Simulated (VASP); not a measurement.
Here is a VASP 6.6.1 calculation.

INCAR

```
PREC     = Accurate       # precision mode
ENCUT    = 520            # plane-wave cutoff, eV
EDIFF    = 1E-7           # SCF threshold, eV
ISMEAR   = -1             # smearing method
SIGMA    = 0.05           # smearing width, eV
LREAL    = F              # projectors in reciprocal space
LASPH    = T              # aspherical terms in the spheres
NELM     = 150            # most SCF steps
ALGO     = Normal         # electronic algorithm
ISIF     = 2              # what is computed and relaxed
LWAVE    = F              # write WAVECAR
LCHARG   = F              # write CHGCAR
ISPIN    = 2              # spin polarisation
MAGMOM   = 0 0 0.25       # initial moments
LORBIT   = 11             # projections on sites
LMAXMIX  = 4              # l up to which the mixer works
GGA      = PE             # functional
NBANDS   = 28             # bands
```

KPOINTS

```
Automatic mesh
0
Gamma
  11 11 4
```

The input POSCAR:

```
MnPt2
1.0
    2.8584044518      0.0000000000      0.0000000000
   -1.4292022259      2.4754508696      0.0000000000
    0.0000000000      0.0000000000      6.5325040000
Pt Mn
2 1
Direct
    0.6666666667      0.3333333333      0.3162060000
    0.3333333333      0.6666666667      0.6837940000
    0.0000000000      0.0000000000      0.0000000000
```

Potentials or basis: VASP PAW PBE potentials, release 64 (Pt, Mn_pv).

Run with:

```console
$ cat potpaw_PBE.64/Pt/POTCAR potpaw_PBE.64/Mn_pv/POTCAR > POTCAR
$ mpirun -np 1 vasp_std > vasp.out
```

Estimate the largest force.

0.350 eV/Å.

Predict the net moment.

0.00 μB per cell.

Estimate the pressure.

-17.3 GPa.

Stress tensor (GPa, compression positive):
```
-21.36   0.00   0.00
  0.00 -21.36   0.00
  0.00   0.00  -9.21
```

Caveat: the cell stands under tension.
